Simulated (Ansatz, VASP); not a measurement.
C in VASP and in Ansatz

```xyz
2
Lattice="0.0000 1.7657 1.7657 1.7657 0.0000 1.7657 1.7657 1.7657 0.0000" Properties=species:S:1:pos:R:3 pbc="T T T"
C     0.0000    0.0000    0.0000
C     0.8829    0.8829    0.8829
```

Alike in both runs: functional LDA; k mesh 12 × 12 × 12; occupations gaussian, width 0.02 eV; no spin polarisation.

Ansatz relaxed the structure, and its values are those at the end. VASP's run is a single point on that final structure, the one shown.

```csv
,VASP,Ansatz
version,VASP 6.6.1,Ansatz 0.2.0
potentials or method,"VASP PAW LDA potentials, release 64 (C), cutoff 600 eV","scalar-relativistic, plane waves, PAW"
valence electrons in the cell,8,8
```

Ansatz gave:

- gap on the k mesh at the Fermi level (eV): 4.20
- least direct gap on the mesh (eV): 5.62
- pressure (GPa): 0.0

Q: What did VASP give for the same quantities?

A: gap on the k mesh at the Fermi level (eV): 4.20; least direct gap on the mesh (eV): 5.63; pressure (GPa): 0.9.

Ansatz warns that its potentials were made for another functional, while VASP's fit it. LDA's correlation is that of Perdew and Zunger in VASP and of Perdew and Wang (1992) in Ansatz.
